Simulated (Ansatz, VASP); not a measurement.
# Two plane-wave programs on Al2O3

```
CELL_PARAMETERS angstrom
2.89590 0.00000 0.00000
-1.44795 2.50792 0.00000
0.00000 0.00000 6.63960
ATOMIC_POSITIONS crystal
Al 0.00000 0.00000 0.19074
Al 0.00000 0.00000 0.80926
O 0.33333 0.66667 0.28409
O 0.66667 0.33333 0.00000
O 0.33333 0.66667 0.71591
```

Alike in both runs: task single point; functional PBE; dispersion D3(BJ); k mesh 9 × 9 × 4; occupations gaussian, width 0.05 eV; no spin polarisation.

|  | VASP | Ansatz |
| --- | --- | --- |
| version | VASP 6.6.1 | Ansatz 0.2.0 |
| potentials or method | VASP PAW PBE potentials, release 64 (Al, O), cutoff 520 eV | scalar-relativistic, plane waves, PAW |
| valence electrons in the cell | 24 | 24 |

|  | VASP | Ansatz | Ansatz less VASP |
| --- | --- | --- | --- |
| gap on the k mesh at the Fermi level (eV) | 3.92 | 3.95 | +0.025 |
| least direct gap on the mesh (eV) | 4.02 | 4.04 | +0.024 |
| pressure (GPa) | 9.5 | 9.4 | -0.08 |
| traceless stress, the component that is largest in VASP (GPa) | 19.13 | 19.42 | +0.296 |
| rms of the force components (eV/Å) | 0.664 | 0.658 | -0.0064 |

Atom by atom the forces differ by 0.016 eV/Å (rms over components).
